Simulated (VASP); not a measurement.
Ca, 1 atom in the cell. It takes space group I4/mmm (No. 139, tetragonal). Conventional cell: a = 4.410 Å, b = 4.410 Å, c = 4.392 Å, α = 90.00°, β = 90.00°, γ = 90.00°. Within 5.0 Å of Ca (site symmetry 4/mmm) lie 14 Ca at 3.81 to 4.41 Å. This isn't the form of Ca at room conditions, which is fcc.

```yaml
Program: VASP 6.6.1
Task: single point
Functional: PBEsol
Potentials_or_basis: VASP PAW PBE potentials, release 64 (Ca_sv)
Cutoff: 520 eV
k_mesh: 16 × 16 × 16
Occupations: gaussian, width 0.15 eV
Spin: no spin polarisation
Dipole_correction: no
Further_INCAR_settings: ALGO = Fast; EDIFF = 1e-06; NBANDS = 11
```

Potentials or basis: VASP PAW PBE potentials, release 64 (Ca_sv).

Command:

```console
$ cat potpaw_PBE.64/Ca_sv/POTCAR > POTCAR
$ mpirun -np 1 vasp_std > vasp.out
```

Hardware: 1 thread of Intel(R) Xeon(R) 6975P-C (Granite Rapids) (shared host).

How long does it take, and how much memory?

Run time: 65 s on 1 thread of Intel(R) Xeon(R) 6975P-C (Granite Rapids), with other jobs on the host, peak memory 0.28 GiB. Counts: scf iterations 15, k points 349.
